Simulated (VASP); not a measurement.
# Zn (Im-3m) in VASP: a series of runs

Runs on Zn. Level: r2SCAN. Tasks: single point.

All numbers are computed with VASP 6.6.1; they aren't measurements. Logs are shortened: lines on timing, memory, paths and dates and some standing lists are left out, and cuts for length are marked.

### Step 1. The cell of the first run

It takes space group Im-3m (No. 229, cubic). Conventional cell: a = 3.053 Å, b = 3.053 Å, c = 3.053 Å, α = 90.00°, β = 90.00°, γ = 90.00°. Zn (site symmetry m-3m) has 14 Zn at 2.64 to 3.05 Å within 3.5 Å.

### Step 2. Single point, r2SCAN

The input, POSCAR:

```
Zn
1.0
   -1.5267138901      1.5267138901      1.5267138901
    1.5267138901     -1.5267138901      1.5267138901
    1.5267138901      1.5267138901     -1.5267138901
Zn
1
Direct
    0.0000000000      0.0000000000      0.0000000000
```

The input, INCAR.step1:

```
ALGO = Normal ; EDIFF = 1E-4
ENCUT = 520 ; GGA = PE
ISMEAR = -1 ; LASPH = T
LCHARG = F ; LREAL = F
LWAVE = T ; NBANDS = 12
NELM = 80 ; PREC = Accurate
SIGMA = 0.1
```

The input, INCAR.step2:

```
ALGO = Normal ; EDIFF = 1E-7
ENCUT = 520 ; ISIF = 2
ISMEAR = -1 ; ISTART = 1
LASPH = T ; LCHARG = T
LELF = T ; LMIXTAU = T
LREAL = F ; LVHAR = T
LWAVE = F ; METAGGA = R2SCAN
NBANDS = 12 ; NELM = 80
PREC = Accurate ; SIGMA = 0.1
```

The input, KPOINTS:

```
k-points
0
Gamma
  7 7 7
```

Potentials or basis: VASP PAW PBE potentials, release 64 (Zn).

Command:

```
$ cat potpaw_PBE.64/Zn/POTCAR > POTCAR
$ cp INCAR.step1 INCAR
$ mpirun -np 1 vasp_std > vasp.out
$ cp INCAR.step2 INCAR
$ mpirun -np 1 vasp_std > vasp.out
```

OUTCAR:

```text
EDIFF = 1E-7
   ENCUT = 520
   ISIF = 2
   ISMEAR = -1
   ISTART = 1
   LASPH = T
   LREAL = F
   METAGGA = R2SCAN
   NELM = 80
   PREC = Accurate

 ion  position               nearest neighbor table
   1  0.000  0.000  0.000-

  LATTYP: Found a body centered cubic cell.
 ALAT       =     3.0534277802

  Lattice vectors:

 A1 = (  -1.5267138901,   1.5267138901,   1.5267138901)
 A2 = (   1.5267138901,  -1.5267138901,   1.5267138901)
 A3 = (   1.5267138901,   1.5267138901,  -1.5267138901)

Analysis of symmetry for initial positions (statically):
=====================================================================
 Subroutine PRICEL returns:
 Original cell was already a primitive cell.

 Routine SETGRP: Setting up the symmetry group for a
 body centered cubic supercell.

 Subroutine GETGRP returns: Found 48 space group operations
 (whereof 48 operations were pure point group operations)
 out of a pool of 48 trial point group operations.

The static configuration has the point symmetry O_h .

Analysis of symmetry for dynamics (positions and initial velocities):
=====================================================================
 Subroutine PRICEL returns:
 Original cell was already a primitive cell.

 Routine SETGRP: Setting up the symmetry group for a
 body centered cubic supercell.

 Subroutine GETGRP returns: Found 48 space group operations
 (whereof 48 operations were pure point group operations)
 out of a pool of 48 trial point group operations.

The dynamic configuration has the point symmetry O_h .

 Subroutine INISYM returns: Found 48 space group operations
 (whereof 48 operations are pure point group operations),
 and found     1 'primitive' translations

----------------------------------------------------------------------------------------

                                     Primitive cell

  volume of cell :      14.2342

  direct lattice vectors                    reciprocal lattice vectors
    -1.526713890  1.526713890  1.526713890     0.000000000  0.327500787  0.327500787
     1.526713890 -1.526713890  1.526713890     0.327500787  0.000000000  0.327500787
     1.526713890  1.526713890 -1.526713890     0.327500787  0.327500787  0.000000000

  length of vectors
     2.644346026  2.644346026  2.644346026     0.463156054  0.463156054  0.463156054

  position of ions in fractional coordinates (direct lattice)
     0.000000000  0.000000000  0.000000000

  ion indices of the primitive-cell ions
   primitive index   ion index
                 1           1

----------------------------------------------------------------------------------------

 KPOINTS: k-points

Automatic generation of k-mesh.
 Grid dimensions read from file:
 generate k-points for:    7    7    7

 Generating k-lattice:

  Cartesian coordinates                     Fractional coordinates (reciprocal lattice)
     0.000000000  0.046785827  0.046785827     0.142857143  0.000000000  0.000000000
     0.046785827  0.000000000  0.046785827     0.000000000  0.142857143  0.000000000
     0.046785827  0.046785827  0.000000000     0.000000000  0.000000000  0.142857143

  Length of vectors
     0.066165151  0.066165151  0.066165151

  Shift w.r.t. Gamma in fractional coordinates (k-lattice)
     0.000000000  0.000000000  0.000000000

 Subroutine IBZKPT returns following result:
 ===========================================

 Found     20 irreducible k-points:

 Following reciprocal coordinates:
            Coordinates               Weight
  0.000000  0.000000  0.000000      1.000000
  0.142857  0.000000  0.000000     12.000000
  0.285714  0.000000  0.000000     12.000000
  0.428571  0.000000  0.000000     12.000000
  0.142857  0.142857  0.000000     24.000000
  0.285714  0.142857 -0.000000     48.000000
[... 12 lines left out ...]
 -0.428571 -0.428571  0.285714      8.000000
 -0.428571  0.428571  0.428571      6.000000
   k-points           NKPTS =     20   k-points in BZ     NKDIM =     20   number of bands    NBANDS=     12
   number of dos      NEDOS =    301   number of ions     NIONS =      1
   total plane-waves  NPLWV =   8000
   dimension x,y,z NGX =    20 NGY =   20 NGZ =   20
   dimension x,y,z NGXF=    40 NGYF=   40 NGZF=   40
   ions per type =               1
   NGX,Y,Z   is equivalent  to a cutoff of  12.57, 12.57, 12.57 a.u.
   NGXF,Y,Z  is equivalent  to a cutoff of  25.15, 25.15, 25.15 a.u.
 SYSTEM =  unknown system
   PREC   = accura    normal or accurate (medium, high low for compatibility)
   ISTART =      1    job   : 0-new  1-cont  2-samecut
   ICHARG =      0    charge: 1-file 2-atom 10-const
   ISPIN  =      1    spin polarized calculation?
   LNONCOLLINEAR =      F non collinear calculations
   LSORBIT =      F    spin-orbit coupling
   LASPH  =      T    aspherical Exc in radial PAW
   ENCUT  =  520.0 eV  38.22 Ry    6.18 a.u.   4.92  4.92  4.92*2*pi/ulx,y,z
   NELM   =     80;   NELMIN=  2; NELMDL=  0     # of ELM steps
   EDIFF  = 0.1E-06   stopping-criterion for ELM
   LREAL  =      F    real-space projection
   EDIFFG = 0.1E-05   stopping-criterion for IOM
   NSW    =      0    number of steps for IOM
   IBRION =     -1    ionic relax: 0-MD 1-quasi-New 2-CG
   NFREE  =      0    steps in history (QN), initial steepest desc. (CG)
   ISIF   =      2    stress and relaxation
   ISYM   =      2    0-nonsym 1-usesym 2-fastsym
   POTIM  = 0.5000    time-step for ionic-motion
   TEBEG  =    0.0;   TEEND  =   0.0 temperature during run
   PSTRESS=    0.0 pullay stress
   NELECT =      12.0000    total number of electrons
   NUPDOWN=      -1.0000    fix difference up-down
   EMIN   =  10.00;   EMAX   =-10.00  energy-range for DOS
   EFERMI =   0.00;   METHOD = LEGACY
   ISMEAR =    -1;   SIGMA  =   0.10  broadening in eV -4-tet -1-fermi 0-gaus
   EFERMI_NEDOS =   21; number of points for ismear=-14 and -15
   IALGO  =     38    algorithm
   IMIX   =      4    mixing-type and parameters
     AMIX     =   0.40;   BMIX     =  1.00
     AMIX_MAG =   1.60;   BMIX_MAG =  1.00
  volume/ion in A,a.u.               =      14.23        96.06
  Fermi-wavevector in a.u.,A,eV,Ry     =   1.546527  2.922513 32.541690  2.391747
  Thomas-Fermi vector in A             =   2.651751
   LORBIT       =      0    0 simple, 1 ext, 2 COOP (PROOUT), +10 PAW based schemes
   METAGGA = R2SCAN    functional components
   LHFCALC =     F    Hartree Fock is set to
   AEXX    =    0.0000 exact exchange contribution
   IVDW    =     0    specifies the selected vdW correction
   LEPSILON=     F    determine dielectric tensor
   LRPA    =     F    only Hartree local field effects (RPA)
 non-spin polarized calculation
  energy-cutoff  :      520.00
  volume of cell :       14.23
 maximum number of plane-waves:       391
   NGX =  9   NGY =  9   NGZ =  9

 number of electron      11.9999982 magnetization

 Free energy of the ion-electron system (eV)
  ---------------------------------------------------
  ext. energy  EPLUGINS =         0.00000000
  ---------------------------------------------------
  free energy    TOTEN  =        -8.84849931 eV

  energy without entropy =       -8.84356811  energy(sigma->0) =       -8.84603371

 E-fermi :   3.3965     XC(G=0): -13.0885

 val. band max:        3.1185248023   @ k =   0.4286   0.1429   0.0000
 cond. band min:       4.0732561086   @ k =  -0.4286  -0.4286   0.1429
 fundamental gap:      0.9547313063
 Fermi energy:         3.3964862144

 k-point     1 :       0.0000    0.0000    0.0000
  band No.  band energies     occupation
      1      -7.9608      2.00000
      2      -4.7530      2.00000
      3      -4.7528      2.00000
      4      -4.7528      2.00000
      5      -4.1754      2.00000
      6      -4.1754      2.00000
      7      25.1789      0.00000
      8      25.1789      0.00000
      9      25.1791      0.00000
     10      26.0151      0.00000
     11      26.0152      0.00000
     12      26.0152      0.00000

 k-point     2 :       0.1429    0.0000    0.0000
  band No.  band energies     occupation
      1      -7.2599      2.00000
      2      -4.8220      2.00000
      3      -4.7364      2.00000
      4      -4.5836      2.00000
      5      -4.2293      2.00000
      6      -4.1706      2.00000
      7      18.2294      0.00000
      8      21.7050      0.00000
      9      22.2707      0.00000
     10      23.3613      0.00000
     11      24.2360      0.00000
     12      26.5146      0.00000

 k-point     3 :       0.2857    0.0000    0.0000
  band No.  band energies     occupation
      1      -5.7539      2.00000
      2      -4.9764      2.00000
      3      -4.2543      2.00000
      4      -4.1824      2.00000
      5      -4.1815      2.00000
      6      -4.1551      2.00000
      7      10.7524      0.00000
      8      18.3809      0.00000
      9      19.2980      0.00000
     10      21.2232      0.00000
     11      22.8316      0.00000
     12      28.9021      0.00000
[... 226 lines left out ...]
 k-point    19 :      -0.4286   -0.4286    0.2857
  band No.  band energies     occupation
      1      -5.2354      2.00000
      2      -5.2354      2.00000
      3      -4.3535      2.00000
      4      -3.9475      2.00000
      5      -3.9473      2.00000
      6       6.0201      0.00000
      7       6.0203      0.00000
      8       6.4299      0.00000
      9      16.6020      0.00000
     10      16.6021      0.00000
     11      16.9125      0.00000
     12      30.9157      0.00000

 k-point    20 :      -0.4286    0.4286    0.4286
  band No.  band energies     occupation
      1      -5.3794      2.00000
      2      -5.3689      2.00000
      3      -3.9666      2.00000
      4      -3.9664      2.00000
      5      -3.9155      2.00000
      6       5.3372      0.00000
      7       8.6637      0.00000
      8       8.6640      0.00000
      9      12.8348      0.00000
     10      12.9410      0.00000
     11      16.1410      0.00000
     12      37.3488      0.00000

------------------------ aborting loop because EDIFF is reached ----------------------------------------

  FORCE on cell =-STRESS in cart. coord.  units (eV):
  Direction    XX          YY          ZZ          XY          YZ          ZX
  --------------------------------------------------------------------------------------
  -------------------------------------------------------------------------------------
  Total        0.0935308      0.0935308      0.0935308     -0.0000000     -0.0000000      0.0000000
  in kB       10.5276703     10.5276703     10.5276703     -0.0000000     -0.0000000      0.0000000
  external PRESSURE =      10.5276703 kB  Pullay stress =       0.0000000 kB

 VOLUME and BASIS-vectors are now :
 -----------------------------------------------------------------------------
  energy-cutoff  :      520.00
  volume of cell :       14.23
      direct lattice vectors                 reciprocal lattice vectors
    -1.526713890  1.526713890  1.526713890     0.000000000  0.327500787  0.327500787
     1.526713890 -1.526713890  1.526713890     0.327500787  0.000000000  0.327500787
     1.526713890  1.526713890 -1.526713890     0.327500787  0.327500787  0.000000000

 POSITION                                       TOTAL-FORCE (eV/Angst)
 -----------------------------------------------------------------------------------
      0.00000      0.00000      0.00000        -0.000000     -0.000000     -0.000000
 -----------------------------------------------------------------------------------
    total drift:                                0.000000     -0.000000      0.000000

  FREE ENERGIE OF THE ION-ELECTRON SYSTEM (eV)
  ---------------------------------------------------
  free  energy   TOTEN  =        -8.8484993105 eV

  energy  without entropy=       -8.8435681080  energy(sigma->0) =       -8.84603371
```

Run time: 12 s. Hardware: 1 thread of AMD EPYC 7R13 (Zen 3), shared host; peak memory 0.09 GiB.

Results:

* Free energy: -8.8485 eV
* Pressure: 1.1 GPa
* Band gap on the k mesh: zero (band 6 reaches 6.02 eV, above the bottom of band 7 at 3.12 eV)

Caveat: the k points lie up to 0.42 Å⁻¹ apart; the PAW data sets were made with another functional, which shifts forces and pressure a little.

(Continued in part 2 of 2.)
